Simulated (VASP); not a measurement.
# InSb (F-43m) in VASP: single point with HSE06

Aim: the single point of InSb with HSE06.

Everything below comes from runs of VASP 6.6.1. Logs are shortened: lines on timing, memory, paths and dates and some standing lists are left out, and cuts for length are marked.

## Step 1: The cell of the first run

The structure is cubic, space group F-43m (No. 216). The conventional cell has a = 6.559 Å, b = 6.559 Å, c = 6.559 Å, α = 90.00°, β = 90.00°, γ = 90.00°. In (site symmetry -43m) has 4 Sb at 2.84 Å within 3.7 Å. Sb (site symmetry -43m) has 4 In at 2.84 Å within 3.7 Å.

## Step 2: Single point, HSE06

POSCAR reads:

```
InSb
1.0
    0.0000000000      3.2795130136      3.2795130136
    3.2795130136      0.0000000000      3.2795130136
    3.2795130136      3.2795130136      0.0000000000
In Sb
1 1
Direct
    0.0000000000      0.0000000000      0.0000000000
    0.2500000000      0.2500000000      0.2500000000
```

INCAR.step1 reads:

```
PREC = Accurate
ENCUT = 400
EDIFF = 1E-5
ISMEAR = -1
SIGMA = 0.02
LREAL = F
LASPH = T
NELM = 120
ALGO = Normal
ISIF = 2
LWAVE = T
LCHARG = F
NBANDS = 21
GGA = PE
GGA_COMPAT = F
```

INCAR.step2 reads:

```
PREC = Accurate
ENCUT = 400
EDIFF = 1E-6
ISMEAR = -1
SIGMA = 0.02
LREAL = F
LASPH = T
NELM = 120
ALGO = Normal
ISIF = 2
LWAVE = F
LCHARG = F
GGA = PE
LHFCALC = T
HFSCREEN = 0.2079
PRECFOCK = Normal
NBANDS = 21
ISTART = 1
GGA_COMPAT = F
```

KPOINTS reads:

```
regular mesh
0
Gamma
  4 4 4
```

Potentials or basis: VASP PAW PBE potentials, release 64 (In_d, Sb_d_GW).

Launch:

```bash
$ cat potpaw_PBE.64/In_d/POTCAR potpaw_PBE.64/Sb_d_GW/POTCAR > POTCAR
$ cp INCAR.step1 INCAR
$ mpirun -np 1 vasp_std > vasp.out
$ cp INCAR.step2 INCAR
$ mpirun -np 1 vasp_std > vasp.out
```

OUTCAR:

```text
PREC = Accurate
   ENCUT = 400
   EDIFF = 1E-6
   ISMEAR = -1
   LREAL = F
   LASPH = T
   NELM = 120
   ISIF = 2
   GGA = PE
   LHFCALC = T
   HFSCREEN = 0.2079
   PRECFOCK = Normal
   ISTART = 1

 ion  position               nearest neighbor table
   1  0.000  0.000  0.000-   2 2.84   2 2.84   2 2.84   2 2.84
   2  0.250  0.250  0.250-   1 2.84   1 2.84   1 2.84   1 2.84

  LATTYP: Found a face centered cubic cell.
 ALAT       =     6.5590260272

  Lattice vectors:

 A1 = (   0.0000000000,   3.2795130136,   3.2795130136)
 A2 = (   3.2795130136,   0.0000000000,   3.2795130136)
 A3 = (   3.2795130136,   3.2795130136,   0.0000000000)

Analysis of symmetry for initial positions (statically):
=====================================================================
 Subroutine PRICEL returns:
 Original cell was already a primitive cell.

 Routine SETGRP: Setting up the symmetry group for a
 face centered cubic supercell.

 Subroutine GETGRP returns: Found 24 space group operations
 (whereof 24 operations were pure point group operations)
 out of a pool of 48 trial point group operations.

The static configuration has the point symmetry T_d .

Analysis of symmetry for dynamics (positions and initial velocities):
=====================================================================
 Subroutine PRICEL returns:
 Original cell was already a primitive cell.

 Routine SETGRP: Setting up the symmetry group for a
 face centered cubic supercell.

 Subroutine GETGRP returns: Found 24 space group operations
 (whereof 24 operations were pure point group operations)
 out of a pool of 48 trial point group operations.

The dynamic configuration has the point symmetry T_d .

 Subroutine INISYM returns: Found 24 space group operations
 (whereof 24 operations are pure point group operations),
 and found     1 'primitive' translations

----------------------------------------------------------------------------------------

                                     Primitive cell

  volume of cell :      70.5437

  direct lattice vectors                    reciprocal lattice vectors
     0.000000000  3.279513014  3.279513014    -0.152461661  0.152461661  0.152461661
     3.279513014  0.000000000  3.279513014     0.152461661 -0.152461661  0.152461661
     3.279513014  3.279513014  0.000000000     0.152461661  0.152461661 -0.152461661

  length of vectors
     4.637931782  4.637931782  4.637931782     0.264071342  0.264071342  0.264071342

  position of ions in fractional coordinates (direct lattice)
     0.000000000  0.000000000  0.000000000
     0.250000000  0.250000000  0.250000000

  ion indices of the primitive-cell ions
   primitive index   ion index
                 1           1
                 2           2

----------------------------------------------------------------------------------------

 KPOINTS: regular mesh

Automatic generation of k-mesh.
 Grid dimensions read from file:
 generate k-points for:    4    4    4

 Generating k-lattice:

  Cartesian coordinates                     Fractional coordinates (reciprocal lattice)
    -0.038115415  0.038115415  0.038115415     0.250000000  0.000000000  0.000000000
     0.038115415 -0.038115415  0.038115415     0.000000000  0.250000000  0.000000000
     0.038115415  0.038115415 -0.038115415     0.000000000  0.000000000  0.250000000

  Length of vectors
     0.066017836  0.066017836  0.066017836

  Shift w.r.t. Gamma in fractional coordinates (k-lattice)
     0.000000000  0.000000000  0.000000000

 Subroutine IBZKPT returns following result:
 ===========================================

 Found      8 irreducible k-points:

 Following reciprocal coordinates:
            Coordinates               Weight
  0.000000  0.000000  0.000000      1.000000
  0.250000  0.000000  0.000000      8.000000
  0.500000  0.000000  0.000000      4.000000
  0.250000  0.250000  0.000000      6.000000
  0.500000  0.250000  0.000000     24.000000
 -0.250000  0.250000  0.000000     12.000000
  0.500000  0.500000  0.000000      3.000000
 -0.250000  0.500000  0.250000      6.000000
   k-points           NKPTS =      8   k-points in BZ     NKDIM =     64   number of bands    NBANDS=     21
   number of dos      NEDOS =    301   number of ions     NIONS =      2
   total plane-waves  NPLWV =  27000
   dimension x,y,z NGX =    30 NGY =   30 NGZ =   30
   dimension x,y,z NGXF=    60 NGYF=   60 NGZF=   60
   ions per type =               1   1
   NGX,Y,Z   is equivalent  to a cutoff of  10.75, 10.75, 10.75 a.u.
   NGXF,Y,Z  is equivalent  to a cutoff of  21.51, 21.51, 21.51 a.u.
 SYSTEM =  unknown system
   PREC   = accura    normal or accurate (medium, high low for compatibility)
   ISTART =      1    job   : 0-new  1-cont  2-samecut
   ICHARG =      0    charge: 1-file 2-atom 10-const
   ISPIN  =      1    spin polarized calculation?
   LNONCOLLINEAR =      F non collinear calculations
   LSORBIT =      F    spin-orbit coupling
   LASPH  =      T    aspherical Exc in radial PAW
   ENCUT  =  400.0 eV  29.40 Ry    5.42 a.u.   7.56  7.56  7.56*2*pi/ulx,y,z
   NELM   =    120;   NELMIN=  2; NELMDL=  0     # of ELM steps
   EDIFF  = 0.1E-05   stopping-criterion for ELM
   LREAL  =      F    real-space projection
   EDIFFG = 0.1E-04   stopping-criterion for IOM
   NSW    =      0    number of steps for IOM
   IBRION =     -1    ionic relax: 0-MD 1-quasi-New 2-CG
   NFREE  =      0    steps in history (QN), initial steepest desc. (CG)
   ISIF   =      2    stress and relaxation
   ISYM   =      3    0-nonsym 1-usesym 2-fastsym
   POTIM  = 0.5000    time-step for ionic-motion
   TEBEG  =    0.0;   TEEND  =   0.0 temperature during run
   PSTRESS=    0.0 pullay stress
   NELECT =      28.0000    total number of electrons
   NUPDOWN=      -1.0000    fix difference up-down
   EMIN   =  10.00;   EMAX   =-10.00  energy-range for DOS
   EFERMI =   0.00;   METHOD = LEGACY
   ISMEAR =    -1;   SIGMA  =   0.02  broadening in eV -4-tet -1-fermi 0-gaus
   EFERMI_NEDOS =   21; number of points for ismear=-14 and -15
   IALGO  =     38    algorithm
   IMIX   =      1    mixing-type and parameters
     AMIX     =   0.40;   BMIX     =  1.00
     AMIX_MAG =   1.60;   BMIX_MAG =  1.00
  volume/ion in A,a.u.               =      35.27       238.03
  Fermi-wavevector in a.u.,A,eV,Ry     =   1.203118  2.273563 19.694330  1.447492
  Thomas-Fermi vector in A             =   2.338880
   LORBIT       =      0    0 simple, 1 ext, 2 COOP (PROOUT), +10 PAW based schemes
   GGA     = PE    functional components
   LHFCALC =     T    Hartree Fock is set to
   PRECFOCK=normal    Normal, Fast or Accurate (Low or Medium for compatibility)
   ENCUT4O =  -1.0   cutoff for four orbital integrals eV
   NKREDX  =     1    reduce k-point grid by
   NKREDY  =     1    reduce k-point grid by
   NKREDZ  =     1    reduce k-point grid by
   AEXX    =    0.2500 exact exchange contribution
   HFSCREEN=    0.2079 screening length (either q_TF or 0.3 A-1)
   HFSCREENC=   0.2079 screening length for correlation (either q_TF or 0.3 A-1)
   ENCUTFOCK=  -1.0 apply spherical cutoff to Coloumb kernel
   IVDW    =     0    specifies the selected vdW correction
   LEPSILON=     F    determine dielectric tensor
   LRPA    =     F    only Hartree local field effects (RPA)
 non-spin polarized calculation
  energy-cutoff  :      400.00
  volume of cell :       70.54
 maximum number of plane-waves:      1299
  NGX = 24; NGY = 24; NGZ = 24

 number of electron      28.0000013 magnetization

 Free energy of the ion-electron system (eV)
  ---------------------------------------------------
  ext. energy  EPLUGINS =         0.00000000
  ---------------------------------------------------
  free energy    TOTEN  =        -8.14368856 eV

  energy without entropy =       -8.14367623  energy(sigma->0) =       -8.14368239

 E-fermi :   3.7305     XC(G=0):  -7.2476

 val. band max:        3.5738313356   @ k =   0.0000   0.0000   0.0000
 cond. band min:       3.8650970316   @ k =   0.0000   0.0000   0.0000
 fundamental gap:      0.2912656959
 Fermi energy:         3.7304579797

 k-point     1 :       0.0000    0.0000    0.0000
  band No.  band energies     occupation
      1     -27.1073      2.00000
      2     -27.1073      2.00000
      3     -27.1073      2.00000
      4     -27.0899      2.00000
      5     -27.0899      2.00000
      6     -12.7878      2.00000
[... 13 lines left out ...]
     20      12.6981      0.00000
     21      12.6981      0.00000

 k-point     2 :       0.2500    0.0000    0.0000
  band No.  band energies     occupation
      1     -27.1074      2.00000
      2     -27.1071      2.00000
      3     -27.1071      2.00000
      4     -27.0898      2.00000
      5     -27.0898      2.00000
      6     -12.8058      2.00000
[... 13 lines left out ...]
     20      11.6374      0.00000
     21      11.6374      0.00000

 k-point     3 :       0.5000    0.0000    0.0000
  band No.  band energies     occupation
      1     -27.1071      2.00000
      2     -27.1065      2.00000
      3     -27.1065      2.00000
      4     -27.0894      2.00000
      5     -27.0894      2.00000
      6     -12.8235      2.00000
[... 13 lines left out ...]
     20      13.6592      0.00000
     21      13.6592      0.00000

 k-point     4 :       0.2500    0.2500    0.0000
  band No.  band energies     occupation
      1     -27.1082      2.00000
      2     -27.1066      2.00000
      3     -27.1066      2.00000
      4     -27.0902      2.00000
      5     -27.0893      2.00000
      6     -12.8219      2.00000
[... 13 lines left out ...]
     20      13.1817      0.00000
     21      13.3895      0.00000

 k-point     5 :       0.5000    0.2500    0.0000
  band No.  band energies     occupation
      1     -27.1078      2.00000
      2     -27.1062      2.00000
      3     -27.1060      2.00000
      4     -27.0898      2.00000
      5     -27.0889      2.00000
      6     -12.8366      2.00000
[... 13 lines left out ...]
     20      13.9196      0.00000
     21      14.1261      0.00000

 k-point     6 :      -0.2500    0.2500    0.0000
  band No.  band energies     occupation
      1     -27.1071      2.00000
      2     -27.1067      2.00000
      3     -27.1066      2.00000
      4     -27.0895      2.00000
      5     -27.0894      2.00000
      6     -12.8256      2.00000
[... 13 lines left out ...]
     20      12.5962      0.00000
     21      14.2984      0.00000

 k-point     7 :       0.5000    0.5000    0.0000
  band No.  band energies     occupation
      1     -27.1089      2.00000
      2     -27.1056      2.00000
      3     -27.1056      2.00000
      4     -27.0903      2.00000
      5     -27.0885      2.00000
      6     -12.8528      2.00000
[... 13 lines left out ...]
     20      14.9227      0.00000
     21      14.9518      0.00000

 k-point     8 :      -0.2500    0.5000    0.2500
  band No.  band energies     occupation
      1     -27.1071      2.00000
      2     -27.1069      2.00000
      3     -27.1053      2.00000
      4     -27.0898      2.00000
      5     -27.0887      2.00000
      6     -12.8420      2.00000
[... 13 lines left out ...]
     20      14.3667      0.00000
     21      14.8633      0.00000

------------------------ aborting loop because EDIFF is reached ----------------------------------------

  FORCE on cell =-STRESS in cart. coord.  units (eV):
  Direction    XX          YY          ZZ          XY          YZ          ZX
  --------------------------------------------------------------------------------------
  -------------------------------------------------------------------------------------
  Total       -0.1476394     -0.1476394     -0.1476394      0.0000000      0.0000000      0.0000000
  in kB       -3.3531646     -3.3531646     -3.3531646      0.0000000      0.0000000      0.0000000
  external PRESSURE =      -3.3531646 kB  Pullay stress =       0.0000000 kB

 VOLUME and BASIS-vectors are now :
 -----------------------------------------------------------------------------
  energy-cutoff  :      400.00
  volume of cell :       70.54
      direct lattice vectors                 reciprocal lattice vectors
     0.000000000  3.279513014  3.279513014    -0.152461661  0.152461661  0.152461661
     3.279513014  0.000000000  3.279513014     0.152461661 -0.152461661  0.152461661
     3.279513014  3.279513014  0.000000000     0.152461661  0.152461661 -0.152461661

 POSITION                                       TOTAL-FORCE (eV/Angst)
 -----------------------------------------------------------------------------------
      0.00000      0.00000      0.00000         0.000000      0.000000      0.000000
      1.63976      1.63976      1.63976        -0.000000     -0.000000     -0.000000
 -----------------------------------------------------------------------------------
    total drift:                               -0.000012     -0.000015      0.000001

  FREE ENERGIE OF THE ION-ELECTRON SYSTEM (eV)
  ---------------------------------------------------
  free  energy   TOTEN  =        -8.1436885568 eV

  energy  without entropy=       -8.1436762292  energy(sigma->0) =       -8.14368239
```

Run time: 7.8 min. Hardware: 1 thread of Intel Xeon 6975P-C (Granite Rapids), shared host; peak memory 0.29 GiB.

What came out:

* Free energy: -8.1437 eV
* Pressure: -0.3 GPa
* Band gap on the k mesh: 0.29 eV

Caveat: the PAW data sets were made with another functional, which shifts forces and pressure a little; spin-orbit coupling is left out, which moves the levels of the heavy elements.
